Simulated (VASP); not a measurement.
Runs of VASP 6.6.1 on Pt. The structure is that of space group I4/mmm (No. 139), or close to it. The cells are those of the table. 

```tsv
cell	gap on the mesh (eV)	pressure (GPa)
a = 2.842, b = 2.842, c = 3.149 Å, angles 56.4, 56.4, 67.3°, 1 atom	none	(b)
a = 2.623, b = 2.623, c = 2.906 Å, angles 56.4, 56.4, 67.3°, 1 atom	none	47.2
a = 2.637, b = 2.637, c = 2.832 Å, angles 57.5, 57.5, 65.0°, 1 atom	none	(a)
a = 2.623, b = 2.623, c = 3.139 Å, angles 53.2, 53.2, 73.5°, 1 atom	none	47.3
a = 2.777, b = 2.777, c = 2.555 Å, angles 62.6, 62.6, 54.8°, 1 atom	none	48.9
```

Alike in all rows: task single point; level PBE; potentials or basis VASP PAW PBE potentials, release 64 (Pt); no spin polarisation; k mesh 22 × 22 × 22; cutoff (eV) 520; smearing gaussian 0.15 eV.

Q: Fill in the values left out.

A: (a) 46.1; (b) -19.1.

Caveats: spin-orbit coupling is left out, which moves the levels of the heavy elements; the cell stands under tension (at least some runs); the stress differs along the axes, from 44 to 53 GPa (at least some runs); the stress differs along the axes, from 43 to 53 GPa (at least some runs); the stress differs along the axes, from 38 to 52 GPa (at least some runs); the stress differs along the axes, from 26 to 60 GPa (at least some runs).

A k mesh can miss the band edges, and the runs leave out spin-orbit coupling on Pt.

A gap of «none» marks levels without a gap at the run's occupations.
